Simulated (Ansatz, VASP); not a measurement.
## One calculation of Bi3O, two programs

```
Bi O
1.0
     5.82846    0.00000    0.00000
     0.00000    5.82846    0.00000
     0.00000    0.00000    6.59493
Bi O
6 2
Direct
  0.50000 0.00000 0.35342
  0.00000 0.50000 0.64658
  0.00000 0.00000 0.00000
  0.50000 0.50000 0.00000
  0.50000 0.00000 0.97396
  0.00000 0.50000 0.02604
  0.00000 0.00000 0.50000
  0.50000 0.50000 0.50000
```

Alike in both runs: task relaxation of cell and atoms; functional PBE; k mesh 3 × 3 × 3; occupations gaussian, width 0.2 eV; no spin polarisation.

|  | VASP | Ansatz |
| --- | --- | --- |
| version | VASP 6.6.1 | Ansatz 0.2.0 |
| potentials or method | VASP PAW PBE potentials, release 64 (Bi_d, O), cutoff 600 eV | scalar-relativistic, plane waves, PAW |
| valence electrons in the cell | 102 | 102 |

VASP gave:

```
gap on the k mesh at the Fermi level, each at its own relaxed structure (eV)  : none
relaxed volume (Å³/atom)                                                      : 27.70
relaxed length of the cell vector where the two differ most in proportion (Å) : 6.005
```

Q: What did Ansatz give for the same quantities?

A: gap on the k mesh at the Fermi level, each at its own relaxed structure (eV): none; relaxed volume (Å³/atom): 28.33; relaxed length of the cell vector where the two differ most in proportion (Å): 6.088.

A gap of «none» marks a metal or a gap that the smearing closes.

Spin-orbit coupling is off throughout.
